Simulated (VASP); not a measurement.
# ZnS (P6_3mc) in VASP: notebook

Runs on ZnS. Level: r2SCAN. Tasks: single point.

Program: VASP 6.6.1. These are calculated values, not measurements. Logs are shortened: lines on timing, memory, paths and dates and some standing lists are left out, and cuts for length are marked.

## (1) The cell of the first run

Symmetry: P6_3mc, No. 186, hexagonal system. The conventional cell has a = 3.726 Å, b = 3.726 Å, c = 6.128 Å, α = 90.00°, β = 90.00°, γ = 120.00°. Zn (site symmetry 3m) has 4 S at 2.29 Å within 3.0 Å. S (site symmetry 3m) has 4 Zn at 2.29 Å within 3.0 Å.

## (2) Single point, r2SCAN (18.42 Å³/atom)

File POSCAR:

```
ZnS
1.0
    3.7260636376      0.0000000000      0.0000000000
   -1.8630318188      3.2268657663      0.0000000000
    0.0000000000      0.0000000000      6.1279210032
Zn S
2 2
Direct
    0.3333333333      0.6666666667      0.0057445918
    0.6666666667      0.3333333333      0.5057445918
    0.3333333333      0.6666666667      0.3792554082
    0.6666666667      0.3333333333      0.8792554082
```

File INCAR.step1:

```
ALGO = Normal
EDIFF = 1E-4
ENCUT = 520
GGA = PE
ISMEAR = 0
LASPH = True
LCHARG = False
LREAL = False
LWAVE = True
NBANDS = 26
NELM = 100
PREC = Accurate
SIGMA = 0.02
```

File INCAR.step2:

```
ALGO = Normal
EDIFF = 1E-6
ENCUT = 520
ISIF = 2
ISMEAR = 0
ISTART = 1
LASPH = True
LCHARG = False
LMIXTAU = True
LREAL = False
LWAVE = False
METAGGA = R2SCAN
NBANDS = 26
NELM = 100
PREC = Accurate
SIGMA = 0.02
```

File KPOINTS:

```
k-points
0
Gamma
  6 6 4
```

Potentials or basis: VASP PAW PBE potentials, release 64 (Zn, S).

The run is started by

```console
> cat potpaw_PBE.64/Zn/POTCAR potpaw_PBE.64/S/POTCAR > POTCAR
> cp INCAR.step1 INCAR
> mpirun -np 1 vasp_std > vasp.out
> cp INCAR.step2 INCAR
> mpirun -np 1 vasp_std > vasp.out
```

OUTCAR:

```text
EDIFF = 1E-6
   ENCUT = 520
   ISIF = 2
   ISMEAR = 0
   ISTART = 1
   LASPH = True
   LREAL = False
   METAGGA = R2SCAN
   NELM = 100
   PREC = Accurate

 ion  position               nearest neighbor table
   1  0.333  0.667  0.006-   4 2.29   4 2.29   4 2.29   3 2.29
   2  0.667  0.333  0.506-   3 2.29   3 2.29   3 2.29   4 2.29
   3  0.333  0.667  0.379-   2 2.29   2 2.29   2 2.29   1 2.29
   4  0.667  0.333  0.879-   1 2.29   1 2.29   1 2.29   2 2.29

  LATTYP: Found a hexagonal cell.
 ALAT       =     3.7260636376
 C/A-ratio  =     1.6446098616

  Lattice vectors:

 A1 = (   3.7260636376,   0.0000000000,   0.0000000000)
 A2 = (  -1.8630318188,   3.2268657663,   0.0000000000)
 A3 = (   0.0000000000,   0.0000000000,   6.1279210032)

Analysis of symmetry for initial positions (statically):
=====================================================================
 Subroutine PRICEL returns:
 Original cell was already a primitive cell.

 Routine SETGRP: Setting up the symmetry group for a
 hexagonal supercell.

 Subroutine GETGRP returns: Found 12 space group operations
 (whereof  6 operations were pure point group operations)
 out of a pool of 24 trial point group operations.

The static configuration has the point symmetry C_3v.
 The point group associated with its full space group is C_6v.

Analysis of symmetry for dynamics (positions and initial velocities):
=====================================================================
 Subroutine PRICEL returns:
 Original cell was already a primitive cell.

 Routine SETGRP: Setting up the symmetry group for a
 hexagonal supercell.

 Subroutine GETGRP returns: Found 12 space group operations
 (whereof  6 operations were pure point group operations)
 out of a pool of 24 trial point group operations.

The dynamic configuration has the point symmetry C_3v.
 The point group associated with its full space group is C_6v.

 Subroutine INISYM returns: Found 12 space group operations
 (whereof  6 operations are pure point group operations),
 and found     1 'primitive' translations

----------------------------------------------------------------------------------------

                                     Primitive cell

  volume of cell :      73.6791

  direct lattice vectors                    reciprocal lattice vectors
     3.726063638  0.000000000  0.000000000     0.268379743  0.154949117  0.000000000
    -1.863031819  3.226865766  0.000000000     0.000000000  0.309898233  0.000000000
     0.000000000  0.000000000  6.127921003     0.000000000  0.000000000  0.163187482

  length of vectors
     3.726063638  3.726063638  6.127921003     0.309898233  0.309898233  0.163187482

  position of ions in fractional coordinates (direct lattice)
     0.333333333  0.666666667  0.005744592
     0.666666667  0.333333333  0.505744592
     0.333333333  0.666666667  0.379255408
     0.666666667  0.333333333  0.879255408

  ion indices of the primitive-cell ions
   primitive index   ion index
                 1           1
                 2           2
                 3           3
                 4           4

----------------------------------------------------------------------------------------

 KPOINTS: k-points

Automatic generation of k-mesh.
 Grid dimensions read from file:
 generate k-points for:    6    6    4

 Generating k-lattice:

  Cartesian coordinates                     Fractional coordinates (reciprocal lattice)
     0.044729957  0.025824853  0.000000000     0.166666667  0.000000000  0.000000000
     0.000000000  0.051649706  0.000000000     0.000000000  0.166666667  0.000000000
     0.000000000  0.000000000  0.040796871     0.000000000  0.000000000  0.250000000

  Length of vectors
     0.051649706  0.051649706  0.040796871

  Shift w.r.t. Gamma in fractional coordinates (k-lattice)
     0.000000000  0.000000000  0.000000000

 Subroutine IBZKPT returns following result:
 ===========================================

 Found     21 irreducible k-points:

 Following reciprocal coordinates:
            Coordinates               Weight
  0.000000  0.000000  0.000000      1.000000
  0.166667 -0.000000  0.000000      6.000000
  0.333333  0.000000  0.000000      6.000000
  0.500000 -0.000000  0.000000      3.000000
  0.166667  0.166667  0.000000      6.000000
  0.333333  0.166667  0.000000     12.000000
[... 13 lines left out ...]
  0.333333  0.166667  0.500000     12.000000
  0.333333  0.333333  0.500000      2.000000
   k-points           NKPTS =     21   k-points in BZ     NKDIM =     21   number of bands    NBANDS=     26
   number of dos      NEDOS =    301   number of ions     NIONS =      4
   total plane-waves  NPLWV =  37632
   dimension x,y,z NGX =    28 NGY =   28 NGZ =   48
   dimension x,y,z NGXF=    56 NGYF=   56 NGZF=   96
   ions per type =               2   2
   NGX,Y,Z   is equivalent  to a cutoff of  12.49, 12.49, 13.02 a.u.
   NGXF,Y,Z  is equivalent  to a cutoff of  24.99, 24.99, 26.04 a.u.
 SYSTEM =  unknown system
   PREC   = accura    normal or accurate (medium, high low for compatibility)
   ISTART =      1    job   : 0-new  1-cont  2-samecut
   ICHARG =      0    charge: 1-file 2-atom 10-const
   ISPIN  =      1    spin polarized calculation?
   LNONCOLLINEAR =      F non collinear calculations
   LSORBIT =      F    spin-orbit coupling
   LASPH  =      T    aspherical Exc in radial PAW
   ENCUT  =  520.0 eV  38.22 Ry    6.18 a.u.   6.93  6.93 11.39*2*pi/ulx,y,z
   NELM   =    100;   NELMIN=  2; NELMDL=  0     # of ELM steps
   EDIFF  = 0.1E-05   stopping-criterion for ELM
   LREAL  =      F    real-space projection
   EDIFFG = 0.1E-04   stopping-criterion for IOM
   NSW    =      0    number of steps for IOM
   IBRION =     -1    ionic relax: 0-MD 1-quasi-New 2-CG
   NFREE  =      0    steps in history (QN), initial steepest desc. (CG)
   ISIF   =      2    stress and relaxation
   ISYM   =      2    0-nonsym 1-usesym 2-fastsym
   POTIM  = 0.5000    time-step for ionic-motion
   TEBEG  =    0.0;   TEEND  =   0.0 temperature during run
   PSTRESS=    0.0 pullay stress
   NELECT =      36.0000    total number of electrons
   NUPDOWN=      -1.0000    fix difference up-down
   EMIN   =  10.00;   EMAX   =-10.00  energy-range for DOS
   EFERMI =   0.00;   METHOD = LEGACY
   ISMEAR =     0;   SIGMA  =   0.02  broadening in eV -4-tet -1-fermi 0-gaus
   EFERMI_NEDOS =   21; number of points for ismear=-14 and -15
   IALGO  =     38    algorithm
   IMIX   =      4    mixing-type and parameters
     AMIX     =   0.40;   BMIX     =  1.00
     AMIX_MAG =   1.60;   BMIX_MAG =  1.00
  volume/ion in A,a.u.               =      18.42       124.30
  Fermi-wavevector in a.u.,A,eV,Ry     =   1.289419  2.436649 22.621081  1.662603
  Thomas-Fermi vector in A             =   2.421313
   LORBIT       =      0    0 simple, 1 ext, 2 COOP (PROOUT), +10 PAW based schemes
   METAGGA = R2SCAN    functional components
   LHFCALC =     F    Hartree Fock is set to
   AEXX    =    0.0000 exact exchange contribution
   IVDW    =     0    specifies the selected vdW correction
   LEPSILON=     F    determine dielectric tensor
   LRPA    =     F    only Hartree local field effects (RPA)
 non-spin polarized calculation
 Gauss-broadening in eV      SIGMA  =   0.02
  energy-cutoff  :      520.00
  volume of cell :       73.68
 maximum number of plane-waves:      2012
 NGX is ok and might be reduce to    28
   NGX = 13   NGY = 13   NGZ = 23

 number of electron      36.0000016 magnetization

 Free energy of the ion-electron system (eV)
  ---------------------------------------------------
  ext. energy  EPLUGINS =         0.00000000
  ---------------------------------------------------
  free energy    TOTEN  =       -37.64412062 eV

  energy without entropy =      -37.64412062  energy(sigma->0) =      -37.64412062

 E-fermi :   2.6514     XC(G=0): -10.6296

 val. band max:        2.5298477189   @ k =   0.0000   0.0000   0.0000
 cond. band min:       5.6098762179   @ k =   0.0000   0.0000   0.0000
 fundamental gap:      3.0800284990
 Fermi energy:         2.6514430746

 k-point     1 :       0.0000    0.0000    0.0000
  band No.  band energies     occupation
      1     -11.6992      2.00000
      2     -10.6216      2.00000
      3      -4.2891      2.00000
      4      -4.2665      2.00000
      5      -4.2664      2.00000
      6      -4.1636      2.00000
[... 18 lines left out ...]
     25      10.7870      0.00000
     26      12.6997      0.00000

 k-point     2 :       0.1667   -0.0000    0.0000
  band No.  band energies     occupation
      1     -11.4896      2.00000
      2     -10.5059      2.00000
      3      -4.2883      2.00000
      4      -4.2446      2.00000
      5      -4.2257      2.00000
      6      -4.1391      2.00000
[... 18 lines left out ...]
     25      11.3120      0.00000
     26      11.6983      0.00000

 k-point     3 :       0.3333    0.0000    0.0000
  band No.  band energies     occupation
      1     -10.9829      2.00000
      2     -10.2973      2.00000
      3      -4.2910      2.00000
      4      -4.1790      2.00000
      5      -4.1614      2.00000
      6      -3.9970      2.00000
[... 18 lines left out ...]
     25      11.8627      0.00000
     26      13.2438      0.00000

 k-point     4 :       0.5000   -0.0000    0.0000
  band No.  band energies     occupation
      1     -10.6290      2.00000
      2     -10.2538      2.00000
      3      -4.2701      2.00000
      4      -4.1404      2.00000
      5      -4.0235      2.00000
      6      -3.9726      2.00000
[... 18 lines left out ...]
     25      12.3082      0.00000
     26      15.0183      0.00000

 k-point     5 :       0.1667    0.1667    0.0000
  band No.  band energies     occupation
      1     -11.1272      2.00000
      2     -10.3428      2.00000
      3      -4.2491      2.00000
      4      -4.2151      2.00000
      5      -4.1780      2.00000
      6      -4.0794      2.00000
[... 18 lines left out ...]
     25      11.5932      0.00000
     26      12.2298      0.00000

 k-point     6 :       0.3333    0.1667    0.0000
  band No.  band energies     occupation
      1     -10.6465      2.00000
      2     -10.2449      2.00000
      3      -4.2425      2.00000
      4      -4.1283      2.00000
      5      -4.0256      2.00000
      6      -3.9401      2.00000
[... 340 lines left out ...]
 k-point    18 :       0.5000   -0.0000    0.5000
  band No.  band energies     occupation
      1     -10.4305      2.00000
      2     -10.4305      2.00000
      3      -4.2932      2.00000
      4      -4.2932      2.00000
      5      -4.0245      2.00000
      6      -4.0245      2.00000
[... 18 lines left out ...]
     25      12.6574      0.00000
     26      12.6574      0.00000

 k-point    19 :       0.1667    0.1667    0.5000
  band No.  band energies     occupation
      1     -10.7531      2.00000
      2     -10.7531      2.00000
      3      -4.2812      2.00000
      4      -4.2812      2.00000
      5      -4.1219      2.00000
      6      -4.1219      2.00000
[... 18 lines left out ...]
     25      11.5373      0.00000
     26      11.5373      0.00000

 k-point    20 :       0.3333    0.1667    0.5000
  band No.  band energies     occupation
      1     -10.4363      2.00000
      2     -10.4363      2.00000
      3      -4.2289      2.00000
      4      -4.2289      2.00000
      5      -4.0420      2.00000
      6      -4.0420      2.00000
[... 18 lines left out ...]
     25      12.4263      0.00000
     26      12.4263      0.00000

 k-point    21 :       0.3333    0.3333    0.5000
  band No.  band energies     occupation
      1     -10.3273      2.00000
      2     -10.3273      2.00000
      3      -4.1303      2.00000
      4      -4.1303      2.00000
      5      -4.0825      2.00000
      6      -4.0825      2.00000
[... 18 lines left out ...]
     25      12.8102      0.00000
     26      12.8102      0.00000

------------------------ aborting loop because EDIFF is reached ----------------------------------------

  FORCE on cell =-STRESS in cart. coord.  units (eV):
  Direction    XX          YY          ZZ          XY          YZ          ZX
  --------------------------------------------------------------------------------------
  -------------------------------------------------------------------------------------
  Total        2.5794054      2.5794054      2.5335428      0.0000000      0.0000000      0.0000000
  in kB       56.0900534     56.0900534     55.0927556      0.0000000      0.0000000      0.0000000
  external PRESSURE =      55.7576208 kB  Pullay stress =       0.0000000 kB

 VOLUME and BASIS-vectors are now :
 -----------------------------------------------------------------------------
  energy-cutoff  :      520.00
  volume of cell :       73.68
      direct lattice vectors                 reciprocal lattice vectors
     3.726063638  0.000000000  0.000000000     0.268379743  0.154949117  0.000000000
    -1.863031819  3.226865766  0.000000000     0.000000000  0.309898233  0.000000000
     0.000000000  0.000000000  6.127921003     0.000000000  0.000000000  0.163187482

 POSITION                                       TOTAL-FORCE (eV/Angst)
 -----------------------------------------------------------------------------------
     -0.00000      2.15124      0.03520        -0.000000      0.000000     -0.004278
      1.86303      1.07562      3.09916         0.000000     -0.000000     -0.004278
     -0.00000      2.15124      2.32405         0.000000      0.000000      0.004278
      1.86303      1.07562      5.38801         0.000000     -0.000000      0.004278
 -----------------------------------------------------------------------------------
    total drift:                               -0.000001     -0.000001     -0.046576

  FREE ENERGIE OF THE ION-ELECTRON SYSTEM (eV)
  ---------------------------------------------------
  free  energy   TOTEN  =       -37.6441206180 eV

  energy  without entropy=      -37.6441206180  energy(sigma->0) =      -37.64412062
```

Wall time 3.5 min (1 thread of Intel Xeon 8259CL, shared host); peak memory 0.21 GiB.

What came out:

```yaml
Free_energy: -37.6441 eV
Pressure: 5.6 GPa
Largest_force: 0.004 eV/Å
Band_gap_on_the_k_mesh: 3.08 eV
```

Forces on the atoms (eV/Å):
```
Zn   0.000  0.000 -0.004
Zn   0.000  0.000 -0.004
S    0.000  0.000  0.004
S    0.000  0.000  0.004
```

Stress tensor (GPa, compression positive):
```
5.61 0.00 0.00
0.00 5.61 0.00
0.00 0.00 5.51
```

Caveat: the cell stands under pressure; the PAW data sets were made with another functional, which shifts forces and pressure a little.

## (3) Single point, r2SCAN (19.01 Å³/atom)

This run uses another cell than the first one, of 19.01 Å³/atom.

File POSCAR:

```
ZnS
1.0
    3.7682673919      0.0000000000      0.0000000000
   -1.8841336960      3.2634152896      0.0000000000
    0.0000000000      0.0000000000      6.1826427163
Zn S
2 2
Direct
    0.3333333333      0.6666666667      0.0053880709
    0.6666666667      0.3333333333      0.5053880709
    0.3333333333      0.6666666667      0.3796119291
    0.6666666667      0.3333333333      0.8796119291
```

File INCAR.step1:

```
SYSTEM = ZnS
PREC = Accurate
ENCUT = 520
ISMEAR = 0
SIGMA = 0.02
LREAL = .FALSE.
LASPH = .TRUE.
NELM = 60
NBANDS = 26
GGA = PE
ALGO = Normal
EDIFF = 1E-4
LWAVE = .TRUE.
LCHARG = .FALSE.
```

File INCAR.step2:

```
SYSTEM = ZnS
PREC = Accurate
ENCUT = 520
EDIFF = 1E-6
ISMEAR = 0
SIGMA = 0.02
LREAL = .FALSE.
LASPH = .TRUE.
NELM = 60
ALGO = Normal
ISIF = 2
LWAVE = .FALSE.
LCHARG = .FALSE.
METAGGA = R2SCAN
LMIXTAU = .TRUE.
NBANDS = 26
ISTART = 1
```

File KPOINTS:

```
regular mesh
0
G
  6 6 4
  0 0 0
```

Potentials or basis: VASP PAW PBE potentials, release 64 (Zn, S).

The run is started by

```console
> cat potpaw_PBE.64/Zn/POTCAR potpaw_PBE.64/S/POTCAR > POTCAR
> cp INCAR.step1 INCAR
> mpirun -np 1 vasp_std > vasp.out
> cp INCAR.step2 INCAR
> mpirun -np 1 vasp_std > vasp.out
```

It took 4.3 min on 1 thread of Intel Xeon 8259CL, shared host; peak memory 0.21 GiB.

Results (log left out):

```
Free energy            : -37.7031 eV
Pressure               : 2.6 GPa
Band gap on the k mesh : 2.93 eV
```

Levels at points of the mesh, in eV from the valence-band top:
| k point | band 16 | band 17 | band 18 | band 19 | band 20 | band 21 |
| --- | --- | --- | --- | --- | --- | --- |
| (0.00, 0.00, 0.00) | -0.09 | 0.00 | 0.00 | 2.93 | 3.67 | 6.77 |
| (0.50, 0.00, 0.00) | -2.43 | -1.82 | -0.96 | 4.01 | 4.85 | 5.42 |
| (0.00, 0.00, 0.50) | -0.51 | -0.51 | -0.51 | 4.20 | 4.20 | 7.24 |
| (0.50, 0.00, 0.50) | -1.76 | -1.75 | -1.75 | 3.96 | 3.96 | 5.63 |

Caveat: the PAW data sets were made with another functional, which shifts forces and pressure a little.
